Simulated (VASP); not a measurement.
# Zn2S (P3m1) in VASP: a series of runs, part 2 of 2

VASP 6.6.1.

## 3. Single point, PBE (Cd replaced by Zn, lengths x 0.933, strained)

INCAR

```
SYSTEM = Zn2S
PREC = Accurate ; ENCUT = 520
EDIFF = 1E-6 ; ISMEAR = 0
SIGMA = 0.1 ; LREAL = .FALSE.
LASPH = .TRUE. ; NELM = 100
ALGO = Normal ; ISIF = 2
LWAVE = .FALSE. ; LCHARG = .FALSE.
GGA = PE ; NBANDS = 22
```

KPOINTS

```
Automatic mesh
0
G
  12 12 8
  0 0 0
```

POSCAR

```
Zn2S
1.0
    3.8546106382      0.0000000000      0.0000000000
   -1.9273053191      3.3381907344      0.0000000000
    0.0000000000      0.0000000000      5.6507791478
Zn S
2 1
Direct
    0.6666666700      0.3333333300      0.5787350000
    0.3333333300      0.6666666700      0.9327170000
    0.3333333300      0.6666666700      0.3657050000
```

Potentials or basis: VASP PAW PBE potentials, release 64 (Zn, S).

Run with:

```sh
> cat potpaw_PBE.64/Zn/POTCAR potpaw_PBE.64/S/POTCAR > POTCAR
> mpirun -np 1 vasp_std > vasp.out
```

OUTCAR:

```text
SYSTEM = Zn2S
   PREC = Accurate
   ENCUT = 520
   EDIFF = 1E-6
   ISMEAR = 0
   LREAL = .FALSE.
   LASPH = .TRUE.
   NELM = 100
   ISIF = 2
   GGA = PE

 ion  position               nearest neighbor table
   1  0.667  0.333  0.579-   3 2.53   3 2.53   3 2.53   2 2.99   2 2.99   2 2.99
   2  0.333  0.667  0.933-   3 2.45   1 2.99   1 2.99   1 2.99
   3  0.333  0.667  0.366-   2 2.45   1 2.53   1 2.53   1 2.53

  LATTYP: Found a hexagonal cell.
 ALAT       =     3.8546106382
 C/A-ratio  =     1.4659792332

  Lattice vectors:

 A1 = (   3.8546106382,   0.0000000000,   0.0000000000)
 A2 = (  -1.9273053191,   3.3381907344,   0.0000000000)
 A3 = (   0.0000000000,   0.0000000000,   5.6507791478)

Analysis of symmetry for initial positions (statically):
=====================================================================
 Subroutine PRICEL returns:
 Original cell was already a primitive cell.

 Routine SETGRP: Setting up the symmetry group for a
 hexagonal supercell.

 Subroutine GETGRP returns: Found  6 space group operations
 (whereof  6 operations were pure point group operations)
 out of a pool of 24 trial point group operations.

The static configuration has the point symmetry C_3v.

Analysis of symmetry for dynamics (positions and initial velocities):
=====================================================================
 Subroutine PRICEL returns:
 Original cell was already a primitive cell.

 Routine SETGRP: Setting up the symmetry group for a
 hexagonal supercell.

 Subroutine GETGRP returns: Found  6 space group operations
 (whereof  6 operations were pure point group operations)
 out of a pool of 24 trial point group operations.

The dynamic configuration has the point symmetry C_3v.

 Subroutine INISYM returns: Found  6 space group operations
 (whereof  6 operations are pure point group operations),
 and found     1 'primitive' translations

----------------------------------------------------------------------------------------

                                     Primitive cell

  volume of cell :      72.7110

  direct lattice vectors                    reciprocal lattice vectors
     3.854610638  0.000000000  0.000000000     0.259429575  0.149781735  0.000000000
    -1.927305319  3.338190734  0.000000000     0.000000000  0.299563470  0.000000000
     0.000000000  0.000000000  5.650779148     0.000000000  0.000000000  0.176966746

  length of vectors
     3.854610638  3.854610638  5.650779148     0.299563470  0.299563470  0.176966746

  position of ions in fractional coordinates (direct lattice)
     0.666666670  0.333333330  0.578735000
     0.333333330  0.666666670  0.932717000
     0.333333330  0.666666670  0.365705000

  ion indices of the primitive-cell ions
   primitive index   ion index
                 1           1
                 2           2
                 3           3

----------------------------------------------------------------------------------------

 KPOINTS: Automatic mesh

Automatic generation of k-mesh.
 Grid dimensions read from file:
 generate k-points for:   12   12    8

 Generating k-lattice:

  Cartesian coordinates                     Fractional coordinates (reciprocal lattice)
     0.021619131  0.012481811  0.000000000     0.083333333 -0.000000000  0.000000000
     0.000000000  0.024963623  0.000000000     0.000000000  0.083333333  0.000000000
     0.000000000  0.000000000  0.022120843     0.000000000  0.000000000  0.125000000

  Length of vectors
     0.024963623  0.024963623  0.022120843

  Shift w.r.t. Gamma in fractional coordinates (k-lattice)
     0.000000000  0.000000000  0.000000000

 Subroutine IBZKPT returns following result:
 ===========================================

 Found    131 irreducible k-points:

 Following reciprocal coordinates:
            Coordinates               Weight
  0.000000  0.000000  0.000000      1.000000
  0.083333 -0.000000  0.000000      6.000000
  0.166667  0.000000  0.000000      6.000000
  0.250000  0.000000  0.000000      6.000000
  0.333333  0.000000  0.000000      6.000000
  0.416667  0.000000  0.000000      6.000000
[... 16 lines left out ...]
  0.166667  0.000000  0.125000      6.000000
  0.000000  0.166667  0.125000      6.000000
 [... further k-points ...]
   k-points           NKPTS =    131   k-points in BZ     NKDIM =    131   number of bands    NBANDS=     22
   number of dos      NEDOS =    301   number of ions     NIONS =      3
   total plane-waves  NPLWV =  37800
   dimension x,y,z NGX =    30 NGY =   30 NGZ =   42
   dimension x,y,z NGXF=    60 NGYF=   60 NGZF=   84
   ions per type =               2   1
   NGX,Y,Z   is equivalent  to a cutoff of  12.94, 12.94, 12.36 a.u.
   NGXF,Y,Z  is equivalent  to a cutoff of  25.88, 25.88, 24.71 a.u.
 SYSTEM =  Zn2S
   PREC   = accura    normal or accurate (medium, high low for compatibility)
   ISTART =      0    job   : 0-new  1-cont  2-samecut
   ICHARG =      2    charge: 1-file 2-atom 10-const
   ISPIN  =      1    spin polarized calculation?
   LNONCOLLINEAR =      F non collinear calculations
   LSORBIT =      F    spin-orbit coupling
   LASPH  =      T    aspherical Exc in radial PAW
   ENCUT  =  520.0 eV  38.22 Ry    6.18 a.u.   7.17  7.17 10.51*2*pi/ulx,y,z
   NELM   =    100;   NELMIN=  2; NELMDL= -5     # of ELM steps
   EDIFF  = 0.1E-05   stopping-criterion for ELM
   LREAL  =      F    real-space projection
   EDIFFG = 0.1E-04   stopping-criterion for IOM
   NSW    =      0    number of steps for IOM
   IBRION =     -1    ionic relax: 0-MD 1-quasi-New 2-CG
   NFREE  =      0    steps in history (QN), initial steepest desc. (CG)
   ISIF   =      2    stress and relaxation
   ISYM   =      2    0-nonsym 1-usesym 2-fastsym
   POTIM  = 0.5000    time-step for ionic-motion
   TEBEG  =    0.0;   TEEND  =   0.0 temperature during run
   PSTRESS=    0.0 pullay stress
   NELECT =      30.0000    total number of electrons
   NUPDOWN=      -1.0000    fix difference up-down
   EMIN   =  10.00;   EMAX   =-10.00  energy-range for DOS
   EFERMI =   0.00;   METHOD = LEGACY
   ISMEAR =     0;   SIGMA  =   0.10  broadening in eV -4-tet -1-fermi 0-gaus
   EFERMI_NEDOS =   21; number of points for ismear=-14 and -15
   IALGO  =     38    algorithm
   IMIX   =      4    mixing-type and parameters
     AMIX     =   0.40;   BMIX     =  1.00
     AMIX_MAG =   1.60;   BMIX_MAG =  1.00
  volume/ion in A,a.u.               =      24.24       163.56
  Fermi-wavevector in a.u.,A,eV,Ry     =   1.218752  2.303107 20.209493  1.485356
  Thomas-Fermi vector in A             =   2.354027
   LORBIT       =      0    0 simple, 1 ext, 2 COOP (PROOUT), +10 PAW based schemes
   GGA     = PE    functional components
   LHFCALC =     F    Hartree Fock is set to
   AEXX    =    0.0000 exact exchange contribution
   IVDW    =     0    specifies the selected vdW correction
   LEPSILON=     F    determine dielectric tensor
   LRPA    =     F    only Hartree local field effects (RPA)
 non-spin polarized calculation
 Gauss-broadening in eV      SIGMA  =   0.10
  energy-cutoff  :      520.00
  volume of cell :       72.71
 maximum number of plane-waves:      1977
 NGX is ok and might be reduce to    30
   NGX = 15   NGY = 15   NGZ = 21

 number of electron      29.9999996 magnetization

 Free energy of the ion-electron system (eV)
  ---------------------------------------------------
  ext. energy  EPLUGINS =         0.00000000
  ---------------------------------------------------
  free energy    TOTEN  =        -6.61370967 eV

  energy without entropy =       -6.61310070  energy(sigma->0) =       -6.61340519

 E-fermi :   0.9396     XC(G=0):  -8.9315

 val. band max:        0.7366686996   @ k =   0.1667   0.0833   0.5000
 cond. band min:       0.9485366732   @ k =   0.3333   0.3333   0.2500
 fundamental gap:      0.2118679736
 Fermi energy:         0.9395652276

 k-point     1 :       0.0000    0.0000    0.0000
  band No.  band energies     occupation
      1     -11.7423      2.00000
      2      -5.7729      2.00000
      3      -5.7729      2.00000
      4      -5.7365      2.00000
      5      -5.7210      2.00000
      6      -5.7210      2.00000
[... 14 lines left out ...]
     21       8.7969      0.00000
     22      10.9552      0.00000
[... 552 lines left out ...]
  band No.  band energies     occupation
      1     -11.6001      2.00000
      2      -5.7956      2.00000
      3      -5.7686      2.00000
      4      -5.7686      2.00000
      5      -5.7216      2.00000
      6      -5.7006      2.00000
[... 14 lines left out ...]
     21       9.0737      0.00000
     22       9.9061      0.00000

 [... further k-points ...]

------------------------ aborting loop because EDIFF is reached ----------------------------------------

  FORCE on cell =-STRESS in cart. coord.  units (eV):
  Direction    XX          YY          ZZ          XY          YZ          ZX
  --------------------------------------------------------------------------------------
  -------------------------------------------------------------------------------------
  Total       -2.5882498     -2.5882498     -4.2992747      0.0000000      0.0000000      0.0000000
  in kB      -57.0317593    -57.0317593    -94.7339790      0.0000000      0.0000000      0.0000000
  external PRESSURE =     -69.5991659 kB  Pullay stress =       0.0000000 kB

 VOLUME and BASIS-vectors are now :
 -----------------------------------------------------------------------------
  energy-cutoff  :      520.00
  volume of cell :       72.71
      direct lattice vectors                 reciprocal lattice vectors
     3.854610638  0.000000000  0.000000000     0.259429575  0.149781735  0.000000000
    -1.927305319  3.338190734  0.000000000     0.000000000  0.299563470  0.000000000
     0.000000000  0.000000000  5.650779148     0.000000000  0.000000000  0.176966746

 POSITION                                       TOTAL-FORCE (eV/Angst)
 -----------------------------------------------------------------------------------
      1.92731      1.11273      3.27030        -0.000000     -0.000000     -0.602989
     -0.00000      2.22546      5.27058        -0.000000     -0.000000      0.236053
     -0.00000      2.22546      2.06652         0.000000      0.000000      0.366935
 -----------------------------------------------------------------------------------
    total drift:                                0.000012     -0.000007      0.000151

  FREE ENERGIE OF THE ION-ELECTRON SYSTEM (eV)
  ---------------------------------------------------
  free  energy   TOTEN  =        -6.6137096736 eV

  energy  without entropy=       -6.6131006976  energy(sigma->0) =       -6.61340519
```

stdout:

```text
POSCAR found type information on POSCAR ZnS
 POSCAR found :  2 types and       3 ions
 scaLAPACK will be used
 LDA part: xc-table for (Slater+PW92), standard interpolation
 POSCAR, INCAR and KPOINTS ok, starting setup
 FFT: planning ... GRIDC
 FFT: planning ... GRID_SOFT
 FFT: planning ... GRID
 WAVECAR not read
 entering main loop
```

It took 80 s on 1 thread of Intel Xeon 6975P-C (Granite Rapids), shared host; peak memory 0.31 GiB.

Results:

| Quantity | Value |
| --- | --- |
| Free energy | -6.6137 eV |
| Pressure | -7.0 GPa |
| Largest force | 0.603 eV/Å |

Forces on the atoms (eV/Å):
```
Zn   0.000  0.000 -0.603
Zn   0.000  0.000  0.236
S    0.000  0.000  0.367
```

Levels at points of the mesh, in eV from the Fermi level:
```
           k point  band 12  band 13  band 14  band 15  band 16  band 17  band 18  band 19
(0.00, 0.00, 0.00)    -4.54    -3.91    -0.79    -0.79     3.07     5.31     6.48     6.48
(0.50, 0.00, 0.00)    -4.67    -3.13    -1.66    -1.60     0.47     2.67     4.48     5.60
(0.00, 0.00, 0.50)    -5.98    -0.72    -0.72    -0.30     1.00     4.54     6.05     6.05
(0.50, 0.00, 0.50)    -4.35    -4.00    -1.51    -1.03     1.33     3.14     4.32     5.32
```

Caveat: the cell differs from its parent crystal (Cd replaced by Zn, lengths x 0.933, strained).
